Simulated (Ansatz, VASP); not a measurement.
# One calculation of Si4C, two programs

Contents of INCAR:

```
PREC = Accurate
ENCUT = 600
EDIFF = 1E-6
ISMEAR = 0
SIGMA = 0.1
LREAL = F
LASPH = T
NELM = 200
ALGO = Normal
ISIF = 2
LWAVE = F
LCHARG = F
ISPIN = 2
MAGMOM = 0 0 0 0 0 0 0 0 1 1
LORBIT = 11
GGA = PE
NBANDS = 35
GGA_COMPAT = F
```

KPOINTS

```
regular mesh
0
Gamma
  6 6 6
```

POSCAR

```
Si4C
1.0
   -1.7637452633      1.7637452633     12.7673504208
    1.7637452633     -1.7637452633     12.7673504208
    1.7637452633      1.7637452633    -12.7673504208
Si C
8 2
Direct
    0.5390275472      0.0390275472      0.5000000000
    0.5968418629      0.5968418629      0.0000000000
    0.1531581371      0.6531581371      0.5000000000
    0.2109724528      0.2109724528      0.0000000000
    0.7890275472      0.7890275472      0.0000000000
    0.3468418629      0.8468418629      0.5000000000
    0.4031581371      0.4031581371      0.0000000000
    0.9609724528      0.4609724528      0.5000000000
    0.7500000000      0.2500000000      0.5000000000
    0.0000000000      0.0000000000      0.0000000000
```

Input for Ansatz:

```yaml
crystal:
  lattice:
    - [-1.7637452633, 1.7637452633, 12.7673504208]
    - [1.7637452633, -1.7637452633, 12.7673504208]
    - [1.7637452633, 1.7637452633, -12.7673504208]
  atoms:
    - { symbol: Si, position: [0.5390275472, 0.0390275472, 0.5] }
    - { symbol: Si, position: [0.5968418629, 0.5968418629, 0.0] }
    - { symbol: Si, position: [0.1531581371, 0.6531581371, 0.5] }
    - { symbol: Si, position: [0.2109724528, 0.2109724528, 0.0] }
    - { symbol: Si, position: [0.7890275472, 0.7890275472, 0.0] }
    - { symbol: Si, position: [0.3468418629, 0.8468418629, 0.5] }
    - { symbol: Si, position: [0.4031581371, 0.4031581371, 0.0] }
    - { symbol: Si, position: [0.9609724528, 0.4609724528, 0.5] }
    - { symbol: C, position: [0.75, 0.25, 0.5], spin: 1.0 }
    - { symbol: C, position: [0.0, 0.0, 0.0], spin: 1.0 }
basis:
  ecutwfc: 420
kpoints:
  mp_grid: { grid: [6, 6, 6] }
hamiltonian:
  xc: pbe
scf:
  occupations: { method: gaussian, width: 0.1 }
  lower_state_search: "off"
output:
  forces: true
  stress: true
  eigenvalues: true
  populations: true
magnetization:
  spin_polarized: true
```

Alike in both runs: task single point; functional PBE; k mesh 6 × 6 × 6; occupations gaussian, width 0.1 eV; collinear spin.

```csv
,VASP,Ansatz
version,VASP 6.6.1,Ansatz 0.2.0
potentials or method,"VASP PAW PBE potentials, release 64 (Si, C), cutoff 600 eV","scalar-relativistic, plane waves, PAW"
valence electrons in the cell,40,40
```

VASP gave:

```
gap on the k mesh at the Fermi level (eV)                     : none
pressure (GPa)                                                : 0.4
traceless stress, the component that is largest in VASP (GPa) : -0.25
rms of the force components (eV/Å)                            : 0.021
net moment per atom (μB)                                      : 0.00
```

Q: Which values does Ansatz return?

A: gap on the k mesh at the Fermi level (eV): none; pressure (GPa): 0.5; traceless stress, the component that is largest in VASP (GPa): -0.24; rms of the force components (eV/Å): 0.024; net moment per atom (μB): 0.00.

Atom by atom the forces differ by 0.005 eV/Å (rms over components). A gap of «none» marks a metal or a gap that the smearing closes. Ansatz's warnings: seeded moment not kept.

The k mesh is coarse, so the values compare programs but aren't converged.
